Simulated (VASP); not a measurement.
**Lu12H (a cell with a defect): single point with PBE**

Lu12H (a cell with a defect):

```
CELL_PARAMETERS angstrom
7.02000 0.00000 0.00000
-5.26500 9.11925 0.00000
0.00000 0.00000 5.56335
ATOMIC_POSITIONS crystal
Lu 0.95757 0.98282 0.98616
Lu 0.22726 0.23385 0.45106
Lu 0.98801 0.33961 0.01785
Lu 0.18510 0.54168 0.43213
Lu 0.95254 0.67904 0.97518
Lu 0.25064 0.90648 0.47910
Lu 0.48516 0.00716 0.02666
Lu 0.66335 0.20131 0.56288
Lu 0.49637 0.32148 0.98226
Lu 0.68801 0.56690 0.54846
Lu 0.47299 0.65601 0.99468
Lu 0.69756 0.90455 0.47213
H 0.02527 0.97873 0.49612
```

```yaml
Program: VASP 6.6.1
Task: single point
Functional: PBE
Potentials_or_basis: VASP PAW PBE potentials, release 64 (Lu, H)
Cutoff: 520 eV
k_mesh: 2 × 2 × 3
Occupations: fermi-dirac, width 0.15 eV
Spin: no spin polarisation
```

```json
{"Pressure": "1.4 GPa", "Largest force": "2.664 eV/Å", "Band gap on the k mesh": "zero (an odd number of electrons rules out a gap without spin polarisation)"}
```

Forces in eV/Å, atoms in the order of the input:
```
Lu   0.888  0.961 -0.584
Lu  -0.930 -0.885  0.900
Lu   0.289 -0.819 -0.853
Lu  -0.872  0.710  2.011
Lu   1.879 -0.034  1.355
Lu  -1.987 -1.531  0.899
Lu   0.588 -0.068 -0.726
Lu   0.942  1.310 -1.244
Lu  -0.409  0.645  0.224
Lu  -0.277 -0.451 -1.983
Lu  -0.061  0.404 -0.562
Lu   0.024 -0.933  0.586
H   -0.075  0.692 -0.023
```

Stress tensor (GPa, compression positive):
```
 1.12  1.79 -0.71
 1.79  0.29  0.46
-0.71  0.46  2.90
```

Levels at points of the mesh, in eV from the Fermi level:
```csv
k point,band 149,band 150,band 151,band 152,band 153,band 154
"(0.00, 0.00, 0.00)",-0.34,-0.24,-0.18,-0.13,-0.05,0.25
"(0.50, 0.00, 0.00)",-0.29,-0.16,-0.04,0.10,0.15,0.22
"(0.00, 0.50, 0.00)",-0.31,-0.24,-0.13,-0.11,0.16,0.20
"(0.50, 0.50, 0.00)",-0.24,-0.21,-0.13,-0.06,0.05,0.14
```

Wall time 15 min on 2 MPI ranks on Intel(R) Xeon(R) Platinum 8259CL CPU @ 2.50GHz (Skylake/Cascade Lake), with other jobs on the host, peak memory 0.6 GiB a rank.

Caveat: the k points lie up to 0.46 Å⁻¹ apart, too coarse for converged energies and pressures of a metal; the atoms stand as in a frame of molecular dynamics; spin-orbit coupling is left out, which moves the levels of the heavy elements.
